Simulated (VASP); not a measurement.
Wanted: the native input for a VASP 6.6.1 run.

```yaml
Task: single point
Functional: PBE
Potentials_or_basis: VASP PAW PBE potentials, release 64 (B, N)
Cutoff: 520 eV
k_mesh: 6 × 6 × 6
Occupations: gaussian, width 0.01 eV
Spin: no spin polarisation
Dipole_correction: no
Further_INCAR_settings: ALGO = Normal; EDIFF = 1e-07; NBANDS = 11
```

The structure of BN lies in POSCAR:

```
BN
1.0
    0.0279397916      1.7966687473      1.7966687473
    1.7966687473      0.0279397916      1.7966687473
    1.7966687473      1.7966687473      0.0279397916
B N
1 1
Direct
    0.0001412061      0.0001412061      0.0001412061
    0.2498587939      0.2498587939      0.2498587939
```

This cell differs from its parent crystal: epitaxial 111 strain -2.0%.

These files were run (other wordings do the same):

INCAR

```
  ALGO = Normal
  EDIFF = 1E-7
  ENCUT = 520
  GGA = PE
  ISIF = 2
  ISMEAR = 0
  LASPH = True
  LCHARG = True
  LELF = True
  LREAL = False
  LVHAR = True
  LWAVE = False
  NBANDS = 11
  NELM = 60
  PREC = Accurate
  SIGMA = 0.01
```

KPOINTS

```
k-points
0
Gamma
  6 6 6
```

Potentials or basis: VASP PAW PBE potentials, release 64 (B, N).

Command:

```bash
$ cat potpaw_PBE.64/B/POTCAR potpaw_PBE.64/N/POTCAR > POTCAR
$ mpirun -np 1 vasp_std > vasp.out
```

It gave:

```yaml
Pressure: 20.9 GPa
Largest_force: 0.035 eV/Å
Band_gap_on_the_k_mesh: 4.44 eV, indirect (least direct gap 8.43 eV)
```

Caveat: the k points lie up to 0.51 Å⁻¹ apart; the cell differs from its parent crystal (epitaxial 111 strain -2.0%).

Wall time 5.4 s on 1 thread of Intel(R) Xeon(R) Platinum 8259CL CPU @ 2.50GHz (Skylake/Cascade Lake), on a shared host, peak memory 0.12 GiB.
